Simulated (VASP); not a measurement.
# Si16H7Cl in VASP: single point with PBE

Aim: the single point of Si16H7Cl with PBE.

Program: VASP 6.6.1. These are calculated values, not measurements. Logs are shortened: lines on timing, memory, paths and dates and some standing lists are left out, and cuts for length are marked.

### Step 1. The cell of the first run

The cell holds a slab with vacuum, 24 atoms: a = 7.679 Å, b = 7.679 Å, c = 19.869 Å, α = 90.00°, β = 90.00°, γ = 60.00°.

### Step 2. Single point, PBE

INCAR

```
SYSTEM = Si16H7Cl
PREC = Accurate ; ENCUT = 400
EDIFF = 1E-6 ; ISMEAR = -1
SIGMA = 0.02 ; LREAL = .False.
LASPH = .True. ; NELM = 120
ALGO = Normal ; ISIF = 2
LWAVE = .False. ; LCHARG = .True.
GGA = PE ; LELF = .True.
LVHAR = .True. ; NBANDS = 57
GGA_COMPAT = .False. ; NELMDL = -8
```

KPOINTS

```
Automatic mesh
0
Gamma
  2 2 1
  0 0 0
```

POSCAR

```
Si16H7Cl
1.0
    7.6791800000      0.0000000000      0.0000000000
    3.8395900000      6.6503650000      0.0000000000
    0.0000000000      0.0000000000     19.8687650000
H Si Cl
7 16 1
Direct
    0.1666667000      0.1666667000      0.0503303000
    0.6666667000      0.1666667000      0.0503303000
    0.1666667000      0.6666667000      0.0503303000
    0.6666667000      0.6666667000      0.0503303000
    0.4998215962     -0.0007866270      0.3978845747
   -0.0006191378      0.4996632742      0.3978563459
    0.5007568957      0.5000069956      0.3978040897
    0.1666667000      0.1666667000      0.1258256000
    0.6666667000      0.1666667000      0.1258256000
    0.1666667000      0.6666667000      0.1258256000
    0.6666667000      0.6666667000      0.1258256000
   -0.1666588013      0.3333371509      0.1642393173
    0.3333237626      0.3333355679      0.1645838147
   -0.1665890255      0.8333965120      0.1644879627
    0.3332794605      0.8333517969      0.1643276780
   -0.1676580498      0.3354737272      0.2828687935
    0.3334091743      0.3331662699      0.2832427658
   -0.1673352910      0.8326497633      0.2832816680
    0.3352587199      0.8323184790      0.2830114175
    0.0001948940      0.0006403500      0.3201019472
    0.4997167734      0.0004760587      0.3223453742
    0.0006733163      0.4996959747      0.3223230721
    0.4997717242      0.4995864065      0.3222711785
    0.0006992092      0.0033149646      0.4259523794
```

Potentials or basis: VASP PAW PBE potentials, release 64 (H, Si, Cl).

Launch:

```console
> cat potpaw_PBE.64/H/POTCAR potpaw_PBE.64/Si/POTCAR potpaw_PBE.64/Cl/POTCAR > POTCAR
> mpirun -np 1 vasp_std > vasp.out
```

OUTCAR:

```text
SYSTEM = Si16H7Cl
   PREC = Accurate
   ENCUT = 400
   EDIFF = 1E-6
   ISMEAR = -1
   LREAL = .False.
   LASPH = .True.
   NELM = 120
   ISIF = 2
   GGA = PE
   NELMDL = -8

 ion  position               nearest neighbor table
   1  0.167  0.167  0.050-   8 1.50
   2  0.667  0.167  0.050-   9 1.50
   3  0.167  0.667  0.050-  10 1.50
   4  0.667  0.667  0.050-  11 1.50
   5  0.500  0.999  0.398-  21 1.50
   6  0.999  0.500  0.398-  22 1.50
   7  0.501  0.500  0.398-  23 1.50
   8  0.167  0.167  0.126-   1 1.50  12 2.34  15 2.34  13 2.35
   9  0.667  0.167  0.126-   2 1.50  12 2.34  14 2.35  13 2.35
  10  0.167  0.667  0.126-   3 1.50  15 2.34  14 2.35  13 2.35
  11  0.667  0.667  0.126-   4 1.50  12 2.34  15 2.35  14 2.35
  12  0.833  0.333  0.164-   8 2.34  11 2.34   9 2.34  16 2.36
  13  0.333  0.333  0.165-   8 2.35  10 2.35   9 2.35  17 2.36
[... 8 lines left out ...]
  22  0.001  0.500  0.322-   6 1.50  17 2.35  18 2.35  16 2.35
  23  0.500  0.500  0.322-   7 1.50  17 2.35  16 2.35  19 2.35
  24  0.001  0.003  0.426-  20 2.10

  LATTYP: Found a hexagonal cell.
 ALAT       =     7.6791800344
 C/A-ratio  =     2.5873550185

  Lattice vectors:

 A1 = (  -3.8395900000,  -6.6503650000,   0.0000000000)
 A2 = (   7.6791800000,   0.0000000000,   0.0000000000)
 A3 = (   0.0000000000,   0.0000000000,  19.8687650000)

Analysis of symmetry for initial positions (statically):
=====================================================================
 Subroutine PRICEL returns:
 Original cell was already a primitive cell.

 Routine SETGRP: Setting up the symmetry group for a
 hexagonal supercell.

 Subroutine GETGRP returns: Found  1 space group operations
 (whereof  1 operations were pure point group operations)
 out of a pool of 24 trial point group operations.

The static configuration has the point symmetry C_1 .

Analysis of symmetry for dynamics (positions and initial velocities):
=====================================================================
 Subroutine PRICEL returns:
 Original cell was already a primitive cell.

 Routine SETGRP: Setting up the symmetry group for a
 hexagonal supercell.

 Subroutine GETGRP returns: Found  1 space group operations
 (whereof  1 operations were pure point group operations)
 out of a pool of 24 trial point group operations.

The dynamic configuration has the point symmetry C_1 .

 Subroutine INISYM returns: Found  1 space group operations
 (whereof  1 operations are pure point group operations),
 and found     1 'primitive' translations

----------------------------------------------------------------------------------------

                                     Primitive cell

  volume of cell :    1014.6849

  direct lattice vectors                    reciprocal lattice vectors
     7.679180000  0.000000000  0.000000000     0.130222237 -0.075183843  0.000000000
     3.839590000  6.650365000  0.000000000     0.000000000  0.150367687  0.000000000
     0.000000000  0.000000000 19.868765000     0.000000000  0.000000000  0.050330255

  length of vectors
     7.679180000  7.679180034 19.868765000     0.150367687  0.150367687  0.050330255

  position of ions in fractional coordinates (direct lattice)
     0.166666700  0.166666700  0.050330300
     0.666666700  0.166666700  0.050330300
     0.166666700  0.666666700  0.050330300
     0.666666700  0.666666700  0.050330300
     0.499821596  0.999213373  0.397884575
     0.999380862  0.499663274  0.397856346
[... 16 lines left out ...]
     0.499771724  0.499586407  0.322271179
     0.000699209  0.003314965  0.425952379

  ion indices of the primitive-cell ions
   primitive index   ion index
                 1           1
                 2           2
                 3           3
                 4           4
                 5           5
                 6           6
[... 16 lines left out ...]
                23          23
                24          24

----------------------------------------------------------------------------------------

 KPOINTS: Automatic mesh

Automatic generation of k-mesh.
 Grid dimensions read from file:
 generate k-points for:    2    2    1

 Generating k-lattice:

  Cartesian coordinates                     Fractional coordinates (reciprocal lattice)
     0.065111119 -0.037591922  0.000000000     0.500000000  0.000000000  0.000000000
     0.000000000  0.075183843  0.000000000     0.000000000  0.500000000  0.000000000
     0.000000000  0.000000000  0.050330255     0.000000000  0.000000000  1.000000000

  Length of vectors
     0.075183844  0.075183843  0.050330255

  Shift w.r.t. Gamma in fractional coordinates (k-lattice)
     0.000000000  0.000000000  0.000000000

 Subroutine IBZKPT returns following result:
 ===========================================

 Found      4 irreducible k-points:

 Following reciprocal coordinates:
            Coordinates               Weight
  0.000000  0.000000  0.000000      1.000000
  0.500000  0.000000  0.000000      1.000000
  0.500000  0.500000  0.000000      1.000000
  0.000000  0.500000  0.000000      1.000000
   k-points           NKPTS =      4   k-points in BZ     NKDIM =      4   number of bands    NBANDS=     57
   number of dos      NEDOS =    301   number of ions     NIONS =     24
   total plane-waves  NPLWV = 350000
   dimension x,y,z NGX =    50 NGY =   50 NGZ =  140
   dimension x,y,z NGXF=   100 NGYF=  100 NGZF=  280
   ions per type =               7  16   1
   NGX,Y,Z   is equivalent  to a cutoff of  10.82, 10.82, 11.71 a.u.
   NGXF,Y,Z  is equivalent  to a cutoff of  21.65, 21.65, 23.43 a.u.
 SYSTEM =  Si16H7Cl
   PREC   = accura    normal or accurate (medium, high low for compatibility)
   ISTART =      0    job   : 0-new  1-cont  2-samecut
   ICHARG =      2    charge: 1-file 2-atom 10-const
   ISPIN  =      1    spin polarized calculation?
   LNONCOLLINEAR =      F non collinear calculations
   LSORBIT =      F    spin-orbit coupling
   LASPH  =      T    aspherical Exc in radial PAW
   ENCUT  =  400.0 eV  29.40 Ry    5.42 a.u.  12.52 12.52 32.40*2*pi/ulx,y,z
   NELM   =    120;   NELMIN=  2; NELMDL= -8     # of ELM steps
   EDIFF  = 0.1E-05   stopping-criterion for ELM
   LREAL  =      F    real-space projection
   EDIFFG = 0.1E-04   stopping-criterion for IOM
   NSW    =      0    number of steps for IOM
   IBRION =     -1    ionic relax: 0-MD 1-quasi-New 2-CG
   NFREE  =      0    steps in history (QN), initial steepest desc. (CG)
   ISIF   =      2    stress and relaxation
   ISYM   =      2    0-nonsym 1-usesym 2-fastsym
   POTIM  = 0.5000    time-step for ionic-motion
   TEBEG  =    0.0;   TEEND  =   0.0 temperature during run
   PSTRESS=    0.0 pullay stress
   NELECT =      78.0000    total number of electrons
   NUPDOWN=      -1.0000    fix difference up-down
   EMIN   =  10.00;   EMAX   =-10.00  energy-range for DOS
   EFERMI =   0.00;   METHOD = LEGACY
   ISMEAR =    -1;   SIGMA  =   0.02  broadening in eV -4-tet -1-fermi 0-gaus
   EFERMI_NEDOS =   21; number of points for ismear=-14 and -15
   IALGO  =     38    algorithm
   IMIX   =      4    mixing-type and parameters
     AMIX     =   0.40;   BMIX     =  1.00
     AMIX_MAG =   1.60;   BMIX_MAG =  1.00
  volume/ion in A,a.u.               =      42.28       285.31
  Fermi-wavevector in a.u.,A,eV,Ry     =   0.696086  1.315411  6.592501  0.484535
  Thomas-Fermi vector in A             =   1.779038
   LORBIT       =      0    0 simple, 1 ext, 2 COOP (PROOUT), +10 PAW based schemes
   GGA     = PE    functional components
   LHFCALC =     F    Hartree Fock is set to
   AEXX    =    0.0000 exact exchange contribution
   IVDW    =     0    specifies the selected vdW correction
   LEPSILON=     F    determine dielectric tensor
   LRPA    =     F    only Hartree local field effects (RPA)
 non-spin polarized calculation
  energy-cutoff  :      400.00
  volume of cell :     1014.68
 maximum number of plane-waves:     18473
   NGX = 25   NGY = 25   NGZ = 65

 number of electron      78.0000002 magnetization

 Free energy of the ion-electron system (eV)
  ---------------------------------------------------
  ext. energy  EPLUGINS =         0.00000000
  ---------------------------------------------------
  free energy    TOTEN  =      -112.36874377 eV

  energy without entropy =     -112.36874377  energy(sigma->0) =     -112.36874377

 E-fermi :  -0.9254     XC(G=0):  -4.1063

 val. band max:       -1.4077649810   @ k =   0.0000   0.0000   0.0000
 cond. band min:      -0.0433945100   @ k =   0.0000   0.0000   0.0000
 fundamental gap:      1.3643704710
 Fermi energy:        -0.9254237787

 k-point     1 :       0.0000    0.0000    0.0000
  band No.  band energies     occupation
      1     -17.0503      2.00000
      2     -12.6641      2.00000
      3     -11.5662      2.00000
      4     -10.4997      2.00000
      5     -10.4968      2.00000
      6     -10.4713      2.00000
[... 43 lines left out ...]
     50       1.0901      0.00000
     51       1.9459      0.00000

 k-point     2 :       0.5000    0.0000    0.0000
  band No.  band energies     occupation
      1     -17.0496      2.00000
      2     -11.9766      2.00000
      3     -11.9514      2.00000
      4     -10.9182      2.00000
      5     -10.8657      2.00000
      6     -10.6923      2.00000
[... 43 lines left out ...]
     50       2.5336      0.00000
     51       2.5481      0.00000

 k-point     3 :       0.5000    0.5000    0.0000
  band No.  band energies     occupation
      1     -17.0496      2.00000
      2     -11.9763      2.00000
      3     -11.9518      2.00000
      4     -10.9181      2.00000
      5     -10.8658      2.00000
      6     -10.6935      2.00000
[... 43 lines left out ...]
     50       2.5327      0.00000
     51       2.5509      0.00000

 k-point     4 :       0.0000    0.5000    0.0000
  band No.  band energies     occupation
      1     -17.0496      2.00000
      2     -11.9768      2.00000
      3     -11.9512      2.00000
      4     -10.9181      2.00000
      5     -10.8660      2.00000
      6     -10.6917      2.00000
[... 43 lines left out ...]
     50       2.5330      0.00000
     51       2.5456      0.00000
 [bands above 51 left out]

------------------------ aborting loop because EDIFF is reached ----------------------------------------

  FORCE on cell =-STRESS in cart. coord.  units (eV):
  Direction    XX          YY          ZZ          XY          YZ          ZX
  --------------------------------------------------------------------------------------
  -------------------------------------------------------------------------------------
  Total        5.4545825      5.4837910     -0.2226306     -0.0113885     -0.0446464     -0.0416881
  in kB        8.6127313      8.6588511     -0.3515315     -0.0179823     -0.0704962     -0.0658250
  external PRESSURE =       5.6400170 kB  Pullay stress =       0.0000000 kB

 VOLUME and BASIS-vectors are now :
 -----------------------------------------------------------------------------
  energy-cutoff  :      400.00
  volume of cell :     1014.68
      direct lattice vectors                 reciprocal lattice vectors
     7.679180000  0.000000000  0.000000000     0.130222237 -0.075183843  0.000000000
     3.839590000  6.650365000  0.000000000     0.000000000  0.150367687  0.000000000
     0.000000000  0.000000000 19.868765000     0.000000000  0.000000000  0.050330255

 POSITION                                       TOTAL-FORCE (eV/Angst)
 -----------------------------------------------------------------------------------
      1.91980      1.10839      1.00000         0.000208     -0.001491     -0.056208
      5.75939      1.10839      1.00000        -0.000189     -0.003421     -0.055684
      3.83959      4.43358      1.00000        -0.002086      0.001594     -0.055323
      7.67918      4.43358      1.00000         0.003762      0.004544     -0.059148
      7.67479      6.64513      7.90548         0.002126      0.001885     -0.000027
      9.59293      3.32294      7.90491         0.001558      0.001311      0.001648
[... 16 lines left out ...]
      5.75604      3.32243      6.40313         0.000512      0.000328     -0.004977
      0.01810      0.02205      8.46315        -0.009761     -0.012472     -0.043354
 -----------------------------------------------------------------------------------
    total drift:                                0.000032     -0.000007     -0.000439

  FREE ENERGIE OF THE ION-ELECTRON SYSTEM (eV)
  ---------------------------------------------------
  free  energy   TOTEN  =      -112.3687437664 eV

  energy  without entropy=     -112.3687437663  energy(sigma->0) =     -112.36874377
```

Run time: 15 min. Hardware: 1 thread of Intel Xeon 8259CL, shared host; peak memory 0.78 GiB.

Results:

```yaml
Free_energy: -112.3687 eV
Largest_force: 0.070 eV/Å
Band_gap_on_the_k_mesh: 1.36 eV
```

Forces in eV/Å, atoms in the order of the input:
```
H    0.000 -0.001 -0.056
H    0.000 -0.003 -0.056
H   -0.002  0.002 -0.055
H    0.004  0.005 -0.059
H    0.002  0.002  0.000
H    0.002  0.001  0.002
H   -0.001  0.001  0.002
Si   0.019  0.009  0.059
Si  -0.018  0.004  0.066
Si  -0.004 -0.016  0.069
Si   0.007  0.009  0.038
Si  -0.002 -0.003  0.004
Si   0.002 -0.001  0.001
Si   0.002  0.002 -0.001
Si  -0.003  0.000  0.002
Si   0.002  0.001  0.002
Si   0.000  0.004  0.002
Si  -0.003 -0.001 -0.004
Si   0.001  0.001  0.000
Si  -0.002 -0.001  0.040
Si   0.003 -0.002 -0.001
Si  -0.001  0.000 -0.005
Si   0.001  0.000 -0.005
Cl  -0.010 -0.012 -0.043
```

Caveat: the k points lie up to 0.47 Å⁻¹ apart.
